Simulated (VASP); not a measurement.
Input of a VASP 6.6.1 run:

INCAR

```
SYSTEM = Te
ALGO = Normal
EDIFF = 1E-6
EDIFFG = -0.01
ENCUT = 600
GGA = RP
IBRION = 2
ISIF = 3
ISMEAR = -1
LASPH = .TRUE.
LCHARG = .FALSE.
LREAL = .FALSE.
LWAVE = .FALSE.
NELM = 60
NSW = 80
PREC = Accurate
SIGMA = 0.1
```

File KPOINTS:

```
k-points
0
G
  7 7 9
  0 0 0
```

Contents of POSCAR:

```
Te
1.0
    5.4620799878      0.0000000000      0.0000000000
   -2.7310399939      4.7303000269      0.0000000000
    0.0000000000      0.0000000000      3.3482550325
Te
3
Direct
    0.0000000000      0.0000000000      0.0000000000
    0.3333333333      0.6666666667      0.5000000000
    0.6666666667      0.3333333333      0.5000000000
```

Potentials or basis: VASP PAW PBE potentials, release 64 (Te).

Launch:

```console
$ cat potpaw_PBE.64/Te/POTCAR > POTCAR
$ mpirun -np 1 vasp_std > vasp.out
```

(1) What does it give for the relaxed cell?

(2) Predict the space group after relaxing (to 0.05 Å).

(3) Estimate the relaxed volume.

Results:

(1) a = 5.597 Å, b = 5.597 Å, c = 3.290 Å, α = 90.00°, β = 90.00°, γ = 120.00°.

(2) P6/mmm (No. 191).

(3) 29.75 Å³/atom.

Caveat: the PAW data sets were made with another functional, which shifts forces and pressure a little.
